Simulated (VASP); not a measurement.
# CuO (Pm-3m) in VASP: single point with LDA+U

Aim: the single point of CuO with LDA+U.

Program: VASP 6.6.1. These are calculated values, not measurements. Logs are shortened: lines on timing, memory, paths and dates and some standing lists are left out, and cuts for length are marked.

## Step 1: The cell of the first run

Symmetry: Pm-3m, No. 221, cubic system. The conventional cell has a = 2.553 Å, b = 2.553 Å, c = 2.553 Å, α = 90.00°, β = 90.00°, γ = 90.00°. Cu (site symmetry m-3m) has 8 O at 2.21 Å and 6 Cu at 2.55 Å within 2.9 Å. O (site symmetry m-3m) has 8 Cu at 2.21 Å and 6 O at 2.55 Å within 2.9 Å.

## Step 2: Single point, LDA+U, collinear spin, ferromagnetic start

Input file INCAR:

```
ALGO = Normal ; EDIFF = 1E-6
ENCUT = 820 ; GGA = CA
GGA_COMPAT = F ; ISIF = 2
ISMEAR = 0 ; ISPIN = 2
LASPH = T ; LCHARG = F
LDAU = T ; LDAUJ = 0 0
LDAUL = 2 -1 ; LDAUPRINT = 1
LDAUTYPE = 2 ; LDAUU = 8 0
LMAXMIX = 4 ; LORBIT = 11
LREAL = F ; LWAVE = F
MAGMOM = 0.31 0.81 ; NBANDS = 24
NELM = 200 ; NUPDOWN = 1.0
PREC = Accurate ; SIGMA = 0.05
```

Input file KPOINTS:

```
k-points
0
Gamma
  7 7 7
```

Input file POSCAR:

```
CuO
1.0
    2.5525506100      0.0000000000      0.0000000000
    0.0000000000      2.5525506100      0.0000000000
    0.0000000000      0.0000000000      2.5525506100
Cu O
1 1
Direct
    0.0000000000      0.0000000000      0.0000000000
    0.5000000000      0.5000000000      0.5000000000
```

Potentials or basis: VASP PAW LDA potentials, release 64 (Cu_sv_GW, O).

Launch:

```console
$ cat potpaw_LDA.64/Cu_sv_GW/POTCAR potpaw_LDA.64/O/POTCAR > POTCAR
$ mpirun -np 1 vasp_std > vasp.out
```

OUTCAR:

```text
EDIFF = 1E-6
   ENCUT = 820
   GGA = CA
   ISIF = 2
   ISMEAR = 0
   ISPIN = 2
   LASPH = T
   LORBIT = 11
   LREAL = F
   NELM = 200
   NUPDOWN = 1.0
   PREC = Accurate

 ion  position               nearest neighbor table
   1  0.000  0.000  0.000-   2 2.21   2 2.21   2 2.21   2 2.21   2 2.21   2 2.21   2 2.21   2 2.21

   2  0.500  0.500  0.500-   1 2.21   1 2.21   1 2.21   1 2.21   1 2.21   1 2.21   1 2.21   1 2.21

  LATTYP: Found a simple cubic cell.
 ALAT       =     2.5525506100

  Lattice vectors:

 A1 = (   2.5525506100,   0.0000000000,   0.0000000000)
 A2 = (   0.0000000000,   2.5525506100,   0.0000000000)
 A3 = (   0.0000000000,   0.0000000000,   2.5525506100)

Analysis of symmetry for initial positions (statically):
=====================================================================
 Subroutine PRICEL returns:
 Original cell was already a primitive cell.

 Routine SETGRP: Setting up the symmetry group for a
 simple cubic supercell.

 Subroutine GETGRP returns: Found 48 space group operations
 (whereof 48 operations were pure point group operations)
 out of a pool of 48 trial point group operations.

The static configuration has the point symmetry O_h .

Analysis of symmetry for dynamics (positions and initial velocities):
=====================================================================
 Subroutine PRICEL returns:
 Original cell was already a primitive cell.

 Routine SETGRP: Setting up the symmetry group for a
 simple cubic supercell.

 Subroutine GETGRP returns: Found 48 space group operations
 (whereof 48 operations were pure point group operations)
 out of a pool of 48 trial point group operations.

The dynamic configuration has the point symmetry O_h .

Analysis of structural, dynamic, and magnetic symmetry:
=====================================================================
 Subroutine PRICEL returns:
 Original cell was already a primitive cell.
[... 172 lines left out ...]
  o =  0.9350  v =  0.0000  0.0000  0.0000  0.0000  0.0000  0.0000 -0.0000 -0.0031  0.0000  1.0000      0.0000  0.0000  0.0000  0.0000  0.0000  0.0000  0.0000  0.0000  0.0000  0.0000
  o =  0.9391  v =  0.0000 -0.0000  0.9995 -0.0000  0.0313  0.0000  0.0000  0.0000  0.0000  0.0000      0.0000  0.0000  0.0000  0.0000  0.0000  0.0000  0.0000  0.0000  0.0000  0.0000
  o =  0.9391  v =  0.0000 -0.0000 -0.0313  0.0000  0.9995  0.0000  0.0000  0.0000  0.0000  0.0000      0.0000  0.0000  0.0000  0.0000  0.0000  0.0000  0.0000  0.0000  0.0000  0.0000
  o =  0.9669  v =  0.0000  0.8207  0.0000  0.5714  0.0000  0.0000  0.0000  0.0000  0.0000  0.0000      0.0000  0.0000  0.0000  0.0000  0.0000  0.0000  0.0000  0.0000  0.0000  0.0000
  o =  0.9669  v =  0.0000  0.5714  0.0000 -0.8207  0.0000  0.0000  0.0000  0.0000  0.0000  0.0000      0.0000  0.0000  0.0000  0.0000  0.0000  0.0000  0.0000  0.0000  0.0000  0.0000
  o =  0.9669  v =  1.0000  0.0000  0.0000  0.0000  0.0000  0.0000  0.0000  0.0000  0.0000  0.0000      0.0000  0.0000  0.0000  0.0000  0.0000  0.0000  0.0000  0.0000  0.0000  0.0000

 number of electron      24.9999986 magnetization       1.0000071

 Free energy of the ion-electron system (eV)
  ---------------------------------------------------
  ext. energy  EPLUGINS =         0.00000000
  ---------------------------------------------------
  free energy    TOTEN  =        -7.32009241 eV

  energy without entropy =       -7.31830137  energy(sigma->0) =       -7.31919689

 E-fermi :   6.4981     XC(G=0): -14.2662

 val. band max:        6.4969841474   @ k =   0.4286   0.4286   0.4286
 cond. band min:       6.5082216464   @ k =   0.4286   0.1429   0.0000
 fundamental gap:      0.0112374990
 Fermi energy:         6.4929686154

 spin component 1

 k-point     1 :       0.0000    0.0000    0.0000
  band No.  band energies     occupation
      1    -102.3776      1.00000
      2     -60.3725      1.00000
      3     -60.3725      1.00000
      4     -60.3725      1.00000
      5     -13.3264      1.00000
      6       1.6330      1.00000
[... 529 lines left out ...]
     23      50.2503      0.00000
     24      52.0204      0.00000
 Fermi energy:         6.4980844020

 spin component 2

 k-point     1 :       0.0000    0.0000    0.0000
  band No.  band energies     occupation
      1    -101.8964      1.00000
      2     -59.9093      1.00000
      3     -59.9093      1.00000
      4     -59.9093      1.00000
      5     -12.5287      1.00000
      6       1.9021      1.00000
[... 529 lines left out ...]
     23      50.3997      0.00000
     24      52.3780      0.00000

------------------------ aborting loop because EDIFF is reached ----------------------------------------

  FORCE on cell =-STRESS in cart. coord.  units (eV):
  Direction    XX          YY          ZZ          XY          YZ          ZX
  --------------------------------------------------------------------------------------
  -------------------------------------------------------------------------------------
  Total       -0.0641727     -0.0641727     -0.0641727     -0.0000000     -0.0000000      0.0000000
  in kB       -6.1821300     -6.1821300     -6.1821300     -0.0000000     -0.0000000      0.0000000
  external PRESSURE =      -6.1821300 kB  Pullay stress =       0.0000000 kB

 VOLUME and BASIS-vectors are now :
 -----------------------------------------------------------------------------
  energy-cutoff  :      820.00
  volume of cell :       16.63
      direct lattice vectors                 reciprocal lattice vectors
     2.552550610  0.000000000  0.000000000     0.391765004  0.000000000  0.000000000
     0.000000000  2.552550610  0.000000000     0.000000000  0.391765004  0.000000000
     0.000000000  0.000000000  2.552550610     0.000000000  0.000000000  0.391765004

 POSITION                                       TOTAL-FORCE (eV/Angst)
 -----------------------------------------------------------------------------------
      0.00000      0.00000      0.00000         0.000000      0.000000      0.000000
      1.27628      1.27628      1.27628         0.000000      0.000000      0.000000
 -----------------------------------------------------------------------------------
    total drift:                                0.000000      0.000000     -0.000000

  FREE ENERGIE OF THE ION-ELECTRON SYSTEM (eV)
  ---------------------------------------------------
  free  energy   TOTEN  =        -7.3200924111 eV

  energy  without entropy=       -7.3183013702  energy(sigma->0) =       -7.31919689

 total charge

# of ion       s       p       d       f       tot
--------------------------------------------------
    1        2.174   6.300   9.129   0.008  17.612
    2        1.583   3.269   0.000   0.000   4.852
--------------------------------------------------
tot          3.758   9.569   9.129   0.008  22.464

 magnetization (x)

# of ion       s       p       d       f       tot
--------------------------------------------------
    1       -0.010  -0.012   0.400   0.001   0.377
    2        0.005   0.579   0.000   0.000   0.584
--------------------------------------------------
tot         -0.006   0.566   0.400   0.001   0.961
```

OSZICAR:

```text
N       E                     dE             d eps       ncg     rms          rms(c)
DAV:   1     0.348732036218E+03    0.34873E+03   -0.18737E+04  2856   0.420E+03
DAV:   2     0.876177825999E+01   -0.33997E+03   -0.32471E+03  3048   0.954E+02
DAV:   3    -0.806771324079E+01   -0.16829E+02   -0.16788E+02  2952   0.198E+02
DAV:   4    -0.829191397657E+01   -0.22420E+00   -0.22419E+00  2448   0.143E+01
DAV:   5    -0.830152976233E+01   -0.96158E-02   -0.96155E-02  2664   0.296E+00    0.854E+00
DAV:   6    -0.772393961810E+01    0.57759E+00   -0.54963E+00  3360   0.159E+02    0.858E+00
DAV:   7    -0.731948764259E+01    0.40445E+00   -0.26484E+00  2784   0.116E+02    0.173E+00
DAV:   8    -0.732285716790E+01   -0.33695E-02   -0.13358E-01  2880   0.586E+00    0.893E-01
DAV:   9    -0.732231022970E+01    0.54694E-03   -0.62859E-02  3360   0.843E+00    0.831E-01
DAV:  10    -0.732011841241E+01    0.21918E-02   -0.17738E-02  3280   0.575E+00    0.138E-01
DAV:  11    -0.732004372940E+01    0.74683E-04   -0.42207E-04  3144   0.928E-01    0.842E-02
DAV:  12    -0.732009667232E+01   -0.52943E-04   -0.19755E-04  3264   0.501E-01    0.281E-02
DAV:  13    -0.732009207612E+01    0.45962E-05   -0.20337E-05  2960   0.332E-01    0.397E-03
DAV:  14    -0.732009241107E+01   -0.33495E-06   -0.91593E-07  1616   0.328E-02
   1 F= -.73200924E+01 E0= -.73191969E+01  d E =-.179104E-02  mag=     1.0000
```

stdout:

```text
POSCAR found type information on POSCAR CuO
 POSCAR found :  2 types and       2 ions
 scaLAPACK will be used
 LDA part: xc-table for (Slater(with rela. corr.)+CA(PZ))
 , standard interpolation
 POSCAR, INCAR and KPOINTS ok, starting setup
 FFT: planning ... GRIDC
 FFT: planning ... GRID_SOFT
 FFT: planning ... GRID
 WAVECAR not read
 entering main loop
```

Run time: 62 s. Hardware: 1 thread of AMD EPYC, shared host; peak memory 0.13 GiB.

What came out:

```
Free energy                                           : -7.3201 eV
Pressure                                              : -0.6 GPa
Net moment                                            : 1.00 μB per cell
Site moments                                          : Cu +0.38; O +0.58 μB
Valence electrons inside the program's atomic spheres : Cu 17.61; O 4.85
```

Eigenvalues of the final occupation matrices:
```tsv
site	spin	trace	eigenvalues
site 1 d	1	4.78	0.94 0.94 0.97 0.97 0.97
site 1 d	2	4.38	0.84 0.84 0.84 0.94 0.94
```

Caveat: the total moment is fixed, so each spin has its own Fermi level and the state may be an excited one; a cell with one magnetic atom can't hold antiferromagnetic order, which such compounds often take. The state reached can hang on the start; a lower one may exist.
